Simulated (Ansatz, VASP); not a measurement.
## Two plane-wave programs on CsBr

Contents of POSCAR:

```
CsBr
1.0
    4.3226051409      0.0000000000      0.0000000000
    0.0000000000      4.3226051409      0.0000000000
    0.0000000000      0.0000000000      4.3226051409
Cs Br
1 1
Direct
    0.0000000000      0.0000000000      0.0000000000
    0.5000000000      0.5000000000      0.5000000000
```

INCAR.step1

```
PREC     = Accurate       # precision mode
ENCUT    = 550            # plane-wave cutoff, eV
ISMEAR   = 0              # smearing method
SIGMA    = 0.02           # smearing width, eV
LREAL    = False          # projectors in reciprocal space
LASPH    = True           # aspherical terms in the spheres
NELM     = 120            # most SCF steps
NBANDS   = 15             # bands
GGA      = PE             # functional
ALGO     = Normal         # electronic algorithm
EDIFF    = 1E-5           # SCF threshold, eV
LWAVE    = True           # write WAVECAR
LCHARG   = False          # write CHGCAR
GGA_COMPAT= False
```

The input INCAR.step2:

```
PREC     = Accurate       # precision mode
ENCUT    = 550            # plane-wave cutoff, eV
EDIFF    = 1E-6           # SCF threshold, eV
ISMEAR   = 0              # smearing method
SIGMA    = 0.02           # smearing width, eV
LREAL    = False          # projectors in reciprocal space
LASPH    = True           # aspherical terms in the spheres
NELM     = 120            # most SCF steps
ALGO     = Normal         # electronic algorithm
ISIF     = 2              # what is computed and relaxed
LWAVE    = False          # write WAVECAR
LCHARG   = False          # write CHGCAR
METAGGA  = R2SCAN         # meta-GGA
LMIXTAU  = True         
NBANDS   = 15             # bands
ISTART   = 1            
GGA_COMPAT= False
```

KPOINTS

```
regular mesh
0
Gamma
  6 6 6
```

Input for Ansatz:

```yaml
crystal:
  lattice:
    - [4.3226051409, 0.0, 0.0]
    - [0.0, 4.3226051409, 0.0]
    - [0.0, 0.0, 4.3226051409]
  atoms:
    - { symbol: Cs, position: [0.0, 0.0, 0.0] }
    - { symbol: Br, position: [0.5, 0.5, 0.5] }
basis:
  ecutwfc: 500
kpoints:
  mp_grid: { grid: [6, 6, 6] }
  band_path: { path: [VBM, CBM], npoints: 2 }
hamiltonian:
  xc: r2scan
scf:
  occupations: { method: gaussian, width: 0.02 }
output:
  forces: true
  stress: true
  eigenvalues: true
```

Alike in both runs: task single point; functional r2SCAN; k mesh 6 × 6 × 6; occupations gaussian, width 0.02 eV; no spin polarisation.

|  | VASP | Ansatz |
| --- | --- | --- |
| version | VASP 6.6.1 | Ansatz 0.2.0 |
| potentials or method | VASP PAW PBE potentials, release 64 (Cs_sv, Br), cutoff 550 eV | scalar-relativistic, plane waves, PAW |
| valence electrons in the cell | 16 | 16 |

Ansatz gave:

```
gap on the k mesh at the Fermi level (eV) : 5.19
least direct gap on the mesh (eV)         : 5.20
pressure (GPa)                            : 0.0
```

**Question.** What did VASP give for the same quantities?

**Answer.** gap on the k mesh at the Fermi level (eV): 5.18; least direct gap on the mesh (eV): 5.18; pressure (GPa): 0.1.

VASP's potentials were made for PBE, not for r2SCAN.

Neither program's run includes spin-orbit coupling.
